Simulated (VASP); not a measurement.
A run of VASP 6.6.1:

The input INCAR:

```
  PREC = Accurate
  ENCUT = 520
  EDIFF = 1E-6
  ISMEAR = 0
  SIGMA = 0.05
  LREAL = F
  LASPH = T
  NELM = 100
  ALGO = Normal
  ISIF = 2
  LWAVE = F
  LCHARG = F
  GGA = PS
  NBANDS = 14
```

Contents of KPOINTS:

```
regular mesh
0
Gamma
  6 6 6
```

POSCAR

```
NaCl
1.0
    3.6422776000      0.0000000000      0.0000000000
    0.0000000000      3.6422776000      0.0000000000
    0.0000000000      0.0000000000      3.6422776000
Na Cl
1 1
Direct
    0.0000000000      0.0000000000      0.0000000000
    0.5000000000      0.5000000000      0.5000000000
```

Potentials or basis: VASP PAW PBE potentials, release 64 (Na_pv, Cl).

Run with:

```sh
$ cat potpaw_PBE.64/Na_pv/POTCAR potpaw_PBE.64/Cl/POTCAR > POTCAR
$ mpirun -np 1 vasp_std > vasp.out
```

Hardware: 1 thread of Intel Xeon 8259CL, on a shared host.

Problem. How long does it take, and how much memory?

Solution. Run time: 13 s on 1 thread of Intel Xeon 8259CL (shared host), peak memory 0.15 GiB. Counts: scf iterations 12, k points 20.
